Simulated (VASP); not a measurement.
The system is Ga3SbAs2.

```
As Ga Sb
1.0
    -1.99818    5.99455    2.82586
     1.99818   -5.99455    2.82586
     1.99818    5.99455   -2.82586
As Ga Sb
2 3 1
Direct
  0.33333 0.00000 0.33333
  0.66667 0.00000 0.66667
  0.58333 0.75000 0.83333
  0.91667 0.75000 0.16667
  0.25000 0.75000 0.50000
  0.00000 0.00000 0.00000
```

```yaml
Program: VASP 6.6.1
Task: relaxation of cell and atoms
Functional: PBE
Potentials_or_basis: VASP PAW PBE potentials, release 64 (As, Ga_d, Sb)
Cutoff: 600 eV
k_mesh: 8 × 8 × 8
Occupations: fermi-dirac, width 0.02 eV
Spin: no spin polarisation
```

At the start: pressure 10.7 GPa; volume 22.57 Å³/atom.

Q: How do energy, volume and symmetry change on relaxing?

A: Over 11 steps the energy falls by 137.4 meV/atom and the volume is 25.76 Å³/atom (+14.2 %); space group Imm2 (No. 44, to 0.1 Å) before and after.

The path:
```tsv
step	energy change (eV)	largest force (eV/Å)	pressure (GPa)	volume (Å³)
1	0.0000	1.7745	10.68	135.40
2	-0.6576	0.3112	-3.41	167.06
3	-0.7594	0.6247	-0.65	157.09
4	-0.8014	0.3477	-0.26	155.64
5	-0.8217	0.1127	0.31	153.73
6	-0.8240	0.0512	-0.10	154.86
7	-0.8240	0.0468	-0.04	154.70
8	-0.8243	0.0206	-0.02	154.63
9	-0.8244	0.0116	-0.02	154.60
10	-0.8244	0.0121	-0.01	154.60
11	-0.8244	0.0039	0.00	154.57
```

Final structure:
```
CELL_PARAMETERS angstrom
-2.08936 6.26464 2.95219
2.08936 -6.26464 2.95219
2.08936 6.26464 -2.95219
ATOMIC_POSITIONS crystal
As 0.33171 0.00004 0.33167
As 0.66836 0.00004 0.66833
Ga 0.56364 0.73872 0.82492
Ga 0.91379 0.73872 0.17508
Ga 0.27316 0.77316 0.50000
Sb 0.99933 0.99933 0.00000
```
